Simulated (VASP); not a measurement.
# Ru3C2 (P-3m1) in VASP: further runs

The runs below take Ru3C2 through single point, with PBE.

All numbers are computed with VASP 6.6.1; they aren't measurements. Logs are shortened: lines on timing, memory, paths and dates and some standing lists are left out, and cuts for length are marked.

## (1) The cell of the first run

It takes space group P-3m1 (No. 164, trigonal). Conventional cell: a = 3.398 Å, b = 3.398 Å, c = 5.286 Å, α = 90.00°, β = 90.00°, γ = 120.00°. Ru (site symmetry -3m) has 6 C at 2.35 Å and 6 Ru at 2.71 Å within 3.1 Å. Within 2.7 Å of Ru (site symmetry 3m) lie 4 C at 2.05 to 2.11 Å and 3 Ru at 2.49 Å. Within 2.7 Å of C (site symmetry 3m) lie 7 Ru at 2.05 to 2.35 Å.

## (2) Single point, PBE

The input, INCAR:

```
PREC = Accurate
ENCUT = 520
EDIFF = 1E-6
ISMEAR = 0
SIGMA = 0.1
LREAL = F
LASPH = T
NELM = 80
ALGO = Normal
ISIF = 2
LWAVE = F
LCHARG = F
GGA = PE
NBANDS = 33
```

The input, KPOINTS:

```
regular mesh
0
Gamma
  6 6 4
```

The input, POSCAR:

```
Ru3C2
1.0
    3.3975190820      0.0000000000      0.0000000000
   -1.6987595410      2.9423378348      0.0000000000
    0.0000000000      0.0000000000      5.2859878103
Ru C
3 2
Direct
    0.0000000000      0.0000000000      0.0000000000
    0.3333333333      0.6666666667      0.6450000000
    0.6666666667      0.3333333333      0.3550000000
    0.3333333333      0.6666666667      0.2450000000
    0.6666666667      0.3333333333      0.7550000000
```

Potentials or basis: VASP PAW PBE potentials, release 64 (Ru_pv, C).

Launch:

```console
cat potpaw_PBE.64/Ru_pv/POTCAR potpaw_PBE.64/C/POTCAR > POTCAR
mpirun -np 1 vasp_std > vasp.out
```

OUTCAR:

```text
PREC = Accurate
   ENCUT = 520
   EDIFF = 1E-6
   ISMEAR = 0
   LREAL = F
   LASPH = T
   NELM = 80
   ISIF = 2
   GGA = PE

 ion  position               nearest neighbor table
   1  0.000  0.000  0.000-   4 2.35   5 2.35   4 2.35   5 2.35   5 2.35   4 2.35   2 2.71   3 2.71
                             2 2.71   3 2.71   2 2.71   3 2.71
   2  0.333  0.667  0.645-   5 2.05   5 2.05   5 2.05   4 2.11   3 2.49   3 2.49   3 2.49   1 2.71
                             1 2.71   1 2.71
   3  0.667  0.333  0.355-   4 2.05   4 2.05   4 2.05   5 2.11   2 2.49   2 2.49   2 2.49   1 2.71
                             1 2.71   1 2.71
   4  0.333  0.667  0.245-   3 2.05   3 2.05   3 2.05   2 2.11   1 2.35   1 2.35   1 2.35
   5  0.667  0.333  0.755-   2 2.05   2 2.05   2 2.05   3 2.11   1 2.35   1 2.35   1 2.35

  LATTYP: Found a hexagonal cell.
 ALAT       =     3.3975190820
 C/A-ratio  =     1.5558375634

  Lattice vectors:

 A1 = (   3.3975190820,   0.0000000000,   0.0000000000)
 A2 = (  -1.6987595410,   2.9423378348,   0.0000000000)
 A3 = (   0.0000000000,   0.0000000000,   5.2859878103)

Analysis of symmetry for initial positions (statically):
=====================================================================
 Subroutine PRICEL returns:
 Original cell was already a primitive cell.

 Routine SETGRP: Setting up the symmetry group for a
 hexagonal supercell.

 Subroutine GETGRP returns: Found 12 space group operations
 (whereof 12 operations were pure point group operations)
 out of a pool of 24 trial point group operations.

The static configuration has the point symmetry D_3d.

Analysis of symmetry for dynamics (positions and initial velocities):
=====================================================================
 Subroutine PRICEL returns:
 Original cell was already a primitive cell.

 Routine SETGRP: Setting up the symmetry group for a
 hexagonal supercell.

 Subroutine GETGRP returns: Found 12 space group operations
 (whereof 12 operations were pure point group operations)
 out of a pool of 24 trial point group operations.

The dynamic configuration has the point symmetry D_3d.

 Subroutine INISYM returns: Found 12 space group operations
 (whereof 12 operations are pure point group operations),
 and found     1 'primitive' translations

----------------------------------------------------------------------------------------

                                     Primitive cell

  volume of cell :      52.8422

  direct lattice vectors                    reciprocal lattice vectors
     3.397519082  0.000000000  0.000000000     0.294332416  0.169932900  0.000000000
    -1.698759541  2.942337835  0.000000000     0.000000000  0.339865799  0.000000000
     0.000000000  0.000000000  5.285987810     0.000000000  0.000000000  0.189179400

  length of vectors
     3.397519082  3.397519082  5.285987810     0.339865799  0.339865799  0.189179400

  position of ions in fractional coordinates (direct lattice)
     0.000000000  0.000000000  0.000000000
     0.333333333  0.666666667  0.645000000
     0.666666667  0.333333333  0.355000000
     0.333333333  0.666666667  0.245000000
     0.666666667  0.333333333  0.755000000

  ion indices of the primitive-cell ions
   primitive index   ion index
                 1           1
                 2           2
                 3           3
                 4           4
                 5           5

----------------------------------------------------------------------------------------

 KPOINTS: regular mesh

Automatic generation of k-mesh.
 Grid dimensions read from file:
 generate k-points for:    6    6    4

 Generating k-lattice:

  Cartesian coordinates                     Fractional coordinates (reciprocal lattice)
     0.049055403  0.028322150  0.000000000     0.166666667  0.000000000  0.000000000
     0.000000000  0.056644300  0.000000000     0.000000000  0.166666667  0.000000000
     0.000000000  0.000000000  0.047294850     0.000000000  0.000000000  0.250000000

  Length of vectors
     0.056644300  0.056644300  0.047294850

  Shift w.r.t. Gamma in fractional coordinates (k-lattice)
     0.000000000  0.000000000  0.000000000

 Subroutine IBZKPT returns following result:
 ===========================================

 Found     24 irreducible k-points:

 Following reciprocal coordinates:
            Coordinates               Weight
  0.000000  0.000000  0.000000      1.000000
  0.166667 -0.000000  0.000000      6.000000
  0.333333 -0.000000  0.000000      6.000000
  0.500000  0.000000  0.000000      3.000000
  0.166667  0.166667  0.000000      6.000000
  0.333333  0.166667  0.000000     12.000000
[... 16 lines left out ...]
  0.333333  0.166667  0.500000     12.000000
  0.333333  0.333333  0.500000      2.000000
   k-points           NKPTS =     24   k-points in BZ     NKDIM =     24   number of bands    NBANDS=     33
   number of dos      NEDOS =    301   number of ions     NIONS =      5
   total plane-waves  NPLWV =  31360
   dimension x,y,z NGX =    28 NGY =   28 NGZ =   40
   dimension x,y,z NGXF=    56 NGYF=   56 NGZF=   80
   ions per type =               3   2
   NGX,Y,Z   is equivalent  to a cutoff of  13.70, 13.70, 12.58 a.u.
   NGXF,Y,Z  is equivalent  to a cutoff of  27.40, 27.40, 25.16 a.u.
 SYSTEM =  unknown system
   PREC   = accura    normal or accurate (medium, high low for compatibility)
   ISTART =      0    job   : 0-new  1-cont  2-samecut
   ICHARG =      2    charge: 1-file 2-atom 10-const
   ISPIN  =      1    spin polarized calculation?
   LNONCOLLINEAR =      F non collinear calculations
   LSORBIT =      F    spin-orbit coupling
   LASPH  =      T    aspherical Exc in radial PAW
   ENCUT  =  520.0 eV  38.22 Ry    6.18 a.u.   6.32  6.32  9.83*2*pi/ulx,y,z
   NELM   =     80;   NELMIN=  2; NELMDL= -5     # of ELM steps
   EDIFF  = 0.1E-05   stopping-criterion for ELM
   LREAL  =      F    real-space projection
   EDIFFG = 0.1E-04   stopping-criterion for IOM
   NSW    =      0    number of steps for IOM
   IBRION =     -1    ionic relax: 0-MD 1-quasi-New 2-CG
   NFREE  =      0    steps in history (QN), initial steepest desc. (CG)
   ISIF   =      2    stress and relaxation
   ISYM   =      2    0-nonsym 1-usesym 2-fastsym
   POTIM  = 0.5000    time-step for ionic-motion
   TEBEG  =    0.0;   TEEND  =   0.0 temperature during run
   PSTRESS=    0.0 pullay stress
   NELECT =      50.0000    total number of electrons
   NUPDOWN=      -1.0000    fix difference up-down
   EMIN   =  10.00;   EMAX   =-10.00  energy-range for DOS
   EFERMI =   0.00;   METHOD = LEGACY
   ISMEAR =     0;   SIGMA  =   0.10  broadening in eV -4-tet -1-fermi 0-gaus
   EFERMI_NEDOS =   21; number of points for ismear=-14 and -15
   IALGO  =     38    algorithm
   IMIX   =      4    mixing-type and parameters
     AMIX     =   0.40;   BMIX     =  1.00
     AMIX_MAG =   1.60;   BMIX_MAG =  1.00
  volume/ion in A,a.u.               =      10.57        71.32
  Fermi-wavevector in a.u.,A,eV,Ry     =   1.607205  3.037177 35.145321  2.583108
  Thomas-Fermi vector in A             =   2.703271
   LORBIT       =      0    0 simple, 1 ext, 2 COOP (PROOUT), +10 PAW based schemes
   GGA     = PE    functional components
   LHFCALC =     F    Hartree Fock is set to
   AEXX    =    0.0000 exact exchange contribution
   IVDW    =     0    specifies the selected vdW correction
   LEPSILON=     F    determine dielectric tensor
   LRPA    =     F    only Hartree local field effects (RPA)
 non-spin polarized calculation
 Gauss-broadening in eV      SIGMA  =   0.10
  energy-cutoff  :      520.00
  volume of cell :       52.84
 maximum number of plane-waves:      1444
 NGX is ok and might be reduce to    28
   NGX = 13   NGY = 13   NGZ = 19

 number of electron      50.0000000 magnetization

 Free energy of the ion-electron system (eV)
  ---------------------------------------------------
  ext. energy  EPLUGINS =         0.00000000
  ---------------------------------------------------
  free energy    TOTEN  =       -42.62462026 eV

  energy without entropy =      -42.60041095  energy(sigma->0) =      -42.61251561

 E-fermi :  12.2638     XC(G=0): -13.7963

 val. band max:       12.2403735558   @ k =   0.5000   0.0000   0.5000
 cond. band min:      12.2774095461   @ k =   0.1667  -0.0000   0.2500
 fundamental gap:      0.0370359903
 Fermi energy:        12.2637868752

 k-point     1 :       0.0000    0.0000    0.0000
  band No.  band energies     occupation
      1     -31.2301      2.00000
      2     -31.2301      2.00000
      3     -31.0989      2.00000
      4     -30.8434      2.00000
      5     -30.8434      2.00000
      6     -30.8331      2.00000
[... 25 lines left out ...]
     32      18.0843      0.00000
     33      18.0843      0.00000

 k-point     2 :       0.1667   -0.0000    0.0000
  band No.  band energies     occupation
      1     -31.3096      2.00000
      2     -31.2588      2.00000
      3     -31.1693      2.00000
      4     -30.8265      2.00000
      5     -30.7972      2.00000
      6     -30.7308      2.00000
[... 25 lines left out ...]
     32      16.8089      0.00000
     33      17.0309      0.00000

 k-point     3 :       0.3333   -0.0000    0.0000
  band No.  band energies     occupation
      1     -31.3942      2.00000
      2     -31.3101      2.00000
      3     -31.2755      2.00000
      4     -30.7990      2.00000
      5     -30.7552      2.00000
      6     -30.6280      2.00000
[... 25 lines left out ...]
     32      17.1415      0.00000
     33      18.7008      0.00000

 k-point     4 :       0.5000    0.0000    0.0000
  band No.  band energies     occupation
      1     -31.4072      2.00000
      2     -31.3335      2.00000
      3     -31.3330      2.00000
      4     -30.7874      2.00000
      5     -30.7646      2.00000
      6     -30.5903      2.00000
[... 25 lines left out ...]
     32      17.3299      0.00000
     33      20.4982      0.00000

 k-point     5 :       0.1667    0.1667    0.0000
  band No.  band energies     occupation
      1     -31.3693      2.00000
      2     -31.3223      2.00000
      3     -31.2208      2.00000
      4     -30.8562      2.00000
      5     -30.7343      2.00000
      6     -30.6363      2.00000
[... 604 lines left out ...]
 k-point    22 :       0.1667    0.1667    0.5000
  band No.  band energies     occupation
      1     -31.3305      2.00000
      2     -31.3211      2.00000
      3     -31.2343      2.00000
      4     -30.8469      2.00000
      5     -30.8188      2.00000
      6     -30.6350      2.00000
[... 25 lines left out ...]
     32      17.2120      0.00000
     33      19.2999      0.00000

 k-point    23 :       0.3333    0.1667    0.5000
  band No.  band energies     occupation
      1     -31.4253      2.00000
      2     -31.3519      2.00000
      3     -31.2993      2.00000
      4     -30.8082      2.00000
      5     -30.7295      2.00000
      6     -30.6286      2.00000
[... 25 lines left out ...]
     32      16.6397      0.00000
     33      20.8323      0.00000

 k-point    24 :       0.3333    0.3333    0.5000
  band No.  band energies     occupation
      1     -31.4344      2.00000
      2     -31.3634      2.00000
      3     -31.3634      2.00000
      4     -30.7895      2.00000
      5     -30.6079      2.00000
      6     -30.6079      2.00000
[... 25 lines left out ...]
     32      16.1967      0.00000
     33      21.5980      0.00000

------------------------ aborting loop because EDIFF is reached ----------------------------------------

  FORCE on cell =-STRESS in cart. coord.  units (eV):
  Direction    XX          YY          ZZ          XY          YZ          ZX
  --------------------------------------------------------------------------------------
  -------------------------------------------------------------------------------------
  Total        4.3375585      4.3375585      9.8093585      0.0000000      0.0000000      0.0000000
  in kB      131.5150132    131.5150132    297.4202885      0.0000000      0.0000000      0.0000000
  external PRESSURE =     186.8167716 kB  Pullay stress =       0.0000000 kB

 VOLUME and BASIS-vectors are now :
 -----------------------------------------------------------------------------
  energy-cutoff  :      520.00
  volume of cell :       52.84
      direct lattice vectors                 reciprocal lattice vectors
     3.397519082  0.000000000  0.000000000     0.294332416  0.169932900  0.000000000
    -1.698759541  2.942337835  0.000000000     0.000000000  0.339865799  0.000000000
     0.000000000  0.000000000  5.285987810     0.000000000  0.000000000  0.189179400

 POSITION                                       TOTAL-FORCE (eV/Angst)
 -----------------------------------------------------------------------------------
      0.00000      0.00000      0.00000        -0.000000      0.000000      0.000000
     -0.00000      1.96156      3.40946        -0.000000     -0.000000      3.003294
      1.69876      0.98078      1.87653         0.000000      0.000000     -3.003294
     -0.00000      1.96156      1.29507         0.000000      0.000000     -0.352689
      1.69876      0.98078      3.99092        -0.000000     -0.000000      0.352689
 -----------------------------------------------------------------------------------
    total drift:                                0.000000      0.000000     -0.000000

  FREE ENERGIE OF THE ION-ELECTRON SYSTEM (eV)
  ---------------------------------------------------
  free  energy   TOTEN  =       -42.6246202623 eV

  energy  without entropy=      -42.6004109547  energy(sigma->0) =      -42.61251561
```

It took 30 s on 1 thread of Intel Xeon Platinum 8488C (Sapphire Rapids), shared host; peak memory 0.19 GiB.

Results:

* Free energy: -42.6246 eV
* Pressure: 18.7 GPa
* Largest force: 3.003 eV/Å
* Band gap on the k mesh: zero (band 25 reaches 12.40 eV, above the bottom of band 26 at 11.98 eV)

Forces in eV/Å, atoms in the order of the input:
```
Ru   0.000  0.000  0.000
Ru   0.000  0.000  3.003
Ru   0.000  0.000 -3.003
C    0.000  0.000 -0.353
C    0.000  0.000  0.353
```

Stress tensor (GPa, compression positive):
```
13.15  0.00  0.00
 0.00 13.15  0.00
 0.00  0.00 29.74
```

Caveat: forces of over 1 eV/Å act on the atoms, so gaps and moduli don't describe the material at rest.

[end of part 1 of 2]
